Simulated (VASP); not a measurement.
# NaH20ClO10 in VASP: further runs

Runs on NaH20ClO10. Level: LDA. Tasks: single point.

All numbers are computed with VASP 6.6.1; they aren't measurements. Logs are shortened: lines on timing, memory, paths and dates and some standing lists are left out, and cuts for length are marked.

## (1) The cell of the first run

The cell holds an amorphous packing of atoms, 32 atoms: a = 7.233 Å, b = 7.233 Å, c = 7.233 Å, α = 90.00°, β = 90.00°, γ = 90.00°.

## (2) Single point, LDA

Contents of INCAR:

```
SYSTEM = NaH20ClO10
PREC     = Accurate       ! precision mode
ENCUT    = 520            ! plane-wave cutoff, eV
EDIFF    = 1E-6           ! SCF threshold, eV
ISMEAR   = -1             ! smearing method
SIGMA    = 0.02           ! smearing width, eV
LREAL    = Auto         
LASPH    = .True.         ! aspherical terms in the spheres
NELM     = 120            ! most SCF steps
ALGO     = Normal         ! electronic algorithm
ISIF     = 2              ! what is computed and relaxed
LWAVE    = .False.        ! write WAVECAR
LCHARG   = .True.         ! write CHGCAR
GGA      = CA             ! functional
LELF     = .True.         ! ELF
LVHAR    = .True.       
NBANDS   = 69             ! bands
GGA_COMPAT= .False.
```

Contents of KPOINTS:

```
Automatic mesh
0
Gamma
  1 1 1
  0 0 0
```

Contents of POSCAR:

```
NaH20ClO10
1.0
    7.2329760000      0.0000000000      0.0000000000
    0.0000000000      7.2329760000      0.0000000000
    0.0000000000      0.0000000000      7.2329760000
O H Na Cl
10 20 1 1
Direct
    0.2432608652      0.6027394533      0.2777971336
    0.9950399393      0.4170897290      0.6633230914
    0.7530372007      0.1436891260      0.5023796567
    0.4049232294     -0.0360985575      0.5463587879
    0.5410497698      0.8186948222      0.9043442146
    0.2089181549      0.1600309472      1.0634350231
    0.8730569547      0.6248050595      0.3549438018
    0.3039827590      0.6155281035      0.6998640670
    0.4859548822      0.2823733965      0.7169524688
    0.5740514001      0.7819464630      0.2425695868
    0.1105077633      0.5893424781      0.2925490144
    0.2940698269      0.4826505715      0.2790552602
    0.9390602153      0.5160946200      0.5896881173
    0.9137870774      0.3200342432      0.6048132885
    0.7345109399      0.1685474969      0.3675388941
    0.6412436596      0.1980236074      0.5669174072
    0.4033609402      0.0927004320      0.5951768677
    0.5125552746     -0.0584406750      0.4672765401
    0.5378975404      0.9092799423      0.8004312471
    0.4750050325      0.7192336875      0.8447283663
    0.3172000018      0.2523580888      1.0742742683
    0.1303336275      0.2166881239      0.9651214106
    0.7744530052      0.7135928558      0.3246381572
    0.8527886723      0.5111727178      0.2897977264
    0.3190388023      0.7109245212      0.6099149230
    0.1799535903      0.5512115622      0.6844485589
    0.4290350196      0.4159283813      0.6864809174
    0.5155968995      0.3071349884      0.8464703878
    0.6010250829      0.8346357018      0.1116691110
    0.5188459080      0.6583873637      0.2037612181
    0.2526899025      0.8955788046      0.2205869341
    0.5789041744      0.3553170922      0.1276238163
```

Potentials or basis: VASP PAW LDA potentials, release 64 (O, H, Na_pv, Cl).

The run is started by

```bash
> cat potpaw_LDA.64/O/POTCAR potpaw_LDA.64/H/POTCAR potpaw_LDA.64/Na_pv/POTCAR potpaw_LDA.64/Cl/POTCAR > POTCAR
> mpirun -np 1 vasp_gam > vasp.out
```

OUTCAR:

```text
SYSTEM = NaH20ClO10
   PREC = Accurate
   ENCUT = 520
   EDIFF = 1E-6
   ISMEAR = -1
   LREAL = Auto
   LASPH = .True.
   NELM = 120
   ISIF = 2
   GGA = CA

 ion  position               nearest neighbor table
   1  0.243  0.603  0.278-  12 0.94  11 0.97  31 2.16
   2  0.995  0.417  0.663-  13 0.98  14 1.01
   3  0.753  0.144  0.502-  15 1.00  16 1.01
   4  0.405  0.964  0.546-  18 0.98  17 1.00
   5  0.541  0.819  0.904-  20 0.97  19 1.00
   6  0.209  0.160  0.063-  22 1.00  21 1.03  31 2.25
   7  0.873  0.625  0.355-  24 0.96  23 0.98
   8  0.304  0.616  0.700-  25 0.95  26 1.02
   9  0.486  0.282  0.717-  28 0.98  27 1.07
  10  0.574  0.782  0.243-  30 1.02  29 1.04
  11  0.111  0.589  0.293-   1 0.97
  12  0.294  0.483  0.279-   1 0.94
  13  0.939  0.516  0.590-   2 0.98
  14  0.914  0.320  0.605-   2 1.01
  15  0.735  0.169  0.368-   3 1.00
  16  0.641  0.198  0.567-   3 1.01
[... 12 lines left out ...]
  29  0.601  0.835  0.112-  10 1.04
  30  0.519  0.658  0.204-  10 1.02
  31  0.253  0.896  0.221-   1 2.16   6 2.25
  32  0.579  0.355  0.128-

  LATTYP: Found a simple cubic cell.
 ALAT       =     7.2329760000

  Lattice vectors:

 A1 = (   7.2329760000,   0.0000000000,   0.0000000000)
 A2 = (   0.0000000000,   7.2329760000,   0.0000000000)
 A3 = (   0.0000000000,   0.0000000000,   7.2329760000)

Analysis of symmetry for initial positions (statically):
=====================================================================
 Subroutine PRICEL returns:
 Original cell was already a primitive cell.

 Routine SETGRP: Setting up the symmetry group for a
 simple cubic supercell.

 Subroutine GETGRP returns: Found  1 space group operations
 (whereof  1 operations were pure point group operations)
 out of a pool of 48 trial point group operations.

The static configuration has the point symmetry C_1 .

Analysis of symmetry for dynamics (positions and initial velocities):
=====================================================================
 Subroutine PRICEL returns:
 Original cell was already a primitive cell.

 Routine SETGRP: Setting up the symmetry group for a
 simple cubic supercell.

 Subroutine GETGRP returns: Found  1 space group operations
 (whereof  1 operations were pure point group operations)
 out of a pool of 48 trial point group operations.

The dynamic configuration has the point symmetry C_1 .

 Subroutine INISYM returns: Found  1 space group operations
 (whereof  1 operations are pure point group operations),
 and found     1 'primitive' translations

----------------------------------------------------------------------------------------

                                     Primitive cell

  volume of cell :     378.4000

  direct lattice vectors                    reciprocal lattice vectors
     7.232976000  0.000000000  0.000000000     0.138255678  0.000000000  0.000000000
     0.000000000  7.232976000  0.000000000     0.000000000  0.138255678  0.000000000
     0.000000000  0.000000000  7.232976000     0.000000000  0.000000000  0.138255678

  length of vectors
     7.232976000  7.232976000  7.232976000     0.138255678  0.138255678  0.138255678

  position of ions in fractional coordinates (direct lattice)
     0.243260865  0.602739453  0.277797134
     0.995039939  0.417089729  0.663323091
     0.753037201  0.143689126  0.502379657
     0.404923229  0.963901443  0.546358788
     0.541049770  0.818694822  0.904344215
     0.208918155  0.160030947  0.063435023
[... 24 lines left out ...]
     0.252689903  0.895578805  0.220586934
     0.578904174  0.355317092  0.127623816

  ion indices of the primitive-cell ions
   primitive index   ion index
                 1           1
                 2           2
                 3           3
                 4           4
                 5           5
                 6           6
[... 24 lines left out ...]
                31          31
                32          32

----------------------------------------------------------------------------------------

 KPOINTS: Automatic mesh

Automatic generation of k-mesh.
 Grid dimensions read from file:
 generate k-points for:    1    1    1

 Generating k-lattice:

  Cartesian coordinates                     Fractional coordinates (reciprocal lattice)
     0.138255678  0.000000000  0.000000000     1.000000000  0.000000000  0.000000000
     0.000000000  0.138255678  0.000000000     0.000000000  1.000000000  0.000000000
     0.000000000  0.000000000  0.138255678     0.000000000  0.000000000  1.000000000

  Length of vectors
     0.138255678  0.138255678  0.138255678

  Shift w.r.t. Gamma in fractional coordinates (k-lattice)
     0.000000000  0.000000000  0.000000000

 Subroutine IBZKPT returns following result:
 ===========================================

 Found      1 irreducible k-points:

 Following reciprocal coordinates:
            Coordinates               Weight
  0.000000  0.000000  0.000000      1.000000
   k-points           NKPTS =      1   k-points in BZ     NKDIM =      1   number of bands    NBANDS=     69
   number of dos      NEDOS =    301   number of ions     NIONS =     32
   total plane-waves  NPLWV = 157464
   dimension x,y,z NGX =    54 NGY =   54 NGZ =   54
   dimension x,y,z NGXF=   108 NGYF=  108 NGZF=  108
   ions per type =              10  20   1   1
   NGX,Y,Z   is equivalent  to a cutoff of  12.41, 12.41, 12.41 a.u.
   NGXF,Y,Z  is equivalent  to a cutoff of  24.82, 24.82, 24.82 a.u.
 SYSTEM =  NaH20ClO10
   PREC   = accura    normal or accurate (medium, high low for compatibility)
   ISTART =      0    job   : 0-new  1-cont  2-samecut
   ICHARG =      2    charge: 1-file 2-atom 10-const
   ISPIN  =      1    spin polarized calculation?
   LNONCOLLINEAR =      F non collinear calculations
   LSORBIT =      F    spin-orbit coupling
   LASPH  =      T    aspherical Exc in radial PAW
   ENCUT  =  520.0 eV  38.22 Ry    6.18 a.u.  13.45 13.45 13.45*2*pi/ulx,y,z
   NELM   =    120;   NELMIN=  2; NELMDL= -5     # of ELM steps
   EDIFF  = 0.1E-05   stopping-criterion for ELM
   LREAL  =      T    real-space projection
   EDIFFG = 0.1E-04   stopping-criterion for IOM
   NSW    =      0    number of steps for IOM
   IBRION =     -1    ionic relax: 0-MD 1-quasi-New 2-CG
   NFREE  =      0    steps in history (QN), initial steepest desc. (CG)
   ISIF   =      2    stress and relaxation
   ISYM   =      2    0-nonsym 1-usesym 2-fastsym
   POTIM  = 0.5000    time-step for ionic-motion
   TEBEG  =    0.0;   TEEND  =   0.0 temperature during run
   PSTRESS=    0.0 pullay stress
   NELECT =      94.0000    total number of electrons
   NUPDOWN=      -1.0000    fix difference up-down
   EMIN   =  10.00;   EMAX   =-10.00  energy-range for DOS
   EFERMI =   0.00;   METHOD = LEGACY
   ISMEAR =    -1;   SIGMA  =   0.02  broadening in eV -4-tet -1-fermi 0-gaus
   EFERMI_NEDOS =   21; number of points for ismear=-14 and -15
   IALGO  =     38    algorithm
   IMIX   =      4    mixing-type and parameters
     AMIX     =   0.40;   BMIX     =  1.00
     AMIX_MAG =   1.60;   BMIX_MAG =  1.00
  volume/ion in A,a.u.               =      11.82        79.80
  Fermi-wavevector in a.u.,A,eV,Ry     =   1.029123  1.944760 14.409838  1.059093
  Thomas-Fermi vector in A             =   2.163154
   LORBIT       =      0    0 simple, 1 ext, 2 COOP (PROOUT), +10 PAW based schemes
   GGA     = CA    functional components
   LHFCALC =     F    Hartree Fock is set to
   AEXX    =    0.0000 exact exchange contribution
   IVDW    =     0    specifies the selected vdW correction
   LEPSILON=     F    determine dielectric tensor
   LRPA    =     F    only Hartree local field effects (RPA)
 non-spin polarized calculation
  energy-cutoff  :      520.00
  volume of cell :      378.40
 maximum number of plane-waves:      5066
 NGX is ok and might be reduce to    54
   NGX = 27   NGY = 27   NGZ = 27

 number of electron      94.0000037 magnetization

 Free energy of the ion-electron system (eV)
  ---------------------------------------------------
  ext. energy  EPLUGINS =         0.00000000
  ---------------------------------------------------
  free energy    TOTEN  =      -161.70848801 eV

  energy without entropy =     -161.70848801  energy(sigma->0) =     -161.70848801

 E-fermi :  -3.1883     XC(G=0):  -7.0045

 val. band max:       -3.7053612810   @ k =   0.0000   0.0000   0.0000
 cond. band min:       0.6833107023   @ k =   0.0000   0.0000   0.0000
 fundamental gap:      4.3886719834
 Fermi energy:        -3.1883091433

 k-point     1 :       0.0000    0.0000    0.0000
  band No.  band energies     occupation
      1     -24.6643      2.00000
      2     -24.6271      2.00000
      3     -24.6018      2.00000
      4     -22.6757      2.00000
      5     -22.4208      2.00000
      6     -22.1719      2.00000
[... 51 lines left out ...]
     58       5.3808      0.00000
     59       5.5931      0.00000
 [bands above 59 left out]

------------------------ aborting loop because EDIFF is reached ----------------------------------------

  FORCE on cell =-STRESS in cart. coord.  units (eV):
  Direction    XX          YY          ZZ          XY          YZ          ZX
  --------------------------------------------------------------------------------------
  -------------------------------------------------------------------------------------
  Total       -1.2685337     -1.4456956     -2.7736853      0.2595472     -1.0551615     -1.1265388
  in kB       -5.3710788     -6.1211972    -11.7440175      1.0989446     -4.4676430     -4.7698605
  external PRESSURE =      -7.7454311 kB  Pullay stress =       0.0000000 kB

 VOLUME and BASIS-vectors are now :
 -----------------------------------------------------------------------------
  energy-cutoff  :      520.00
  volume of cell :      378.40
      direct lattice vectors                 reciprocal lattice vectors
     7.232976000  0.000000000  0.000000000     0.138255678  0.000000000  0.000000000
     0.000000000  7.232976000  0.000000000     0.000000000  0.138255678  0.000000000
     0.000000000  0.000000000  7.232976000     0.000000000  0.000000000  0.138255678

 POSITION                                       TOTAL-FORCE (eV/Angst)
 -----------------------------------------------------------------------------------
      1.75950      4.35960      2.00930        -0.237002      1.509859     -0.072519
      7.19710      3.01680      4.79780        -0.537995     -0.258839     -0.439002
      5.44670      1.03930      3.63370        -0.057390      0.434840     -0.617178
      2.92880      6.97188      3.95180        -0.787042     -0.539217     -0.099913
      3.91340      5.92160      6.54110         0.630114      1.647017     -0.704185
      1.51110      1.15750      0.45882         0.238095      1.358500     -0.527512
[... 24 lines left out ...]
      1.82770      6.47770      1.59550         0.332836      0.355441      0.007831
      4.18720      2.57000      0.92310        -0.156314      0.060285      0.118380
 -----------------------------------------------------------------------------------
    total drift:                                0.010266      0.005862      0.001433

  FREE ENERGIE OF THE ION-ELECTRON SYSTEM (eV)
  ---------------------------------------------------
  free  energy   TOTEN  =      -161.7084880089 eV

  energy  without entropy=     -161.7084880089  energy(sigma->0) =     -161.70848801
```

Wall time 87 s (1 thread of AMD EPYC 7R43 (Zen 3), shared host); peak memory 0.27 GiB.

Results:

- Free energy: -161.7085 eV
- Pressure: -0.8 GPa
- Largest force: 2.720 eV/Å
- Band gap on the k mesh: 4.39 eV

Forces in eV/Å, atoms in the order of the input:
```
O   -0.237  1.510 -0.073
O   -0.538 -0.259 -0.439
O   -0.057  0.435 -0.617
O   -0.787 -0.539 -0.100
O    0.630  1.647 -0.704
O    0.238  1.359 -0.528
O    2.058  0.039  1.238
O   -0.145 -1.772  1.090
O   -1.176  2.041 -1.361
O    0.006  0.063 -0.766
H   -1.205  0.142  0.349
H    1.073 -1.793 -0.106
H   -0.159  1.067 -0.272
H    0.441 -0.798  0.400
H   -0.071  0.102  0.642
H    0.452  0.169  0.117
H    0.231 -0.015  0.246
H    0.399  0.132 -0.192
H    0.079 -0.025  0.491
H   -0.917 -1.317 -0.097
H   -0.489 -0.978  0.039
H    0.378 -0.520  0.569
H   -1.131  0.191 -0.512
H   -0.941 -0.787 -0.711
H    0.039  1.257 -1.155
H    0.527 -0.030  0.040
H    0.390 -1.476  0.038
H    0.564 -0.409  1.035
H   -0.432 -0.557  0.645
H    0.604  0.705  0.568
Na   0.333  0.355  0.008
Cl  -0.156  0.060  0.118
```

Caveat: the k points lie up to 0.87 Å⁻¹ apart.

(Continued in part 2 of 2.)
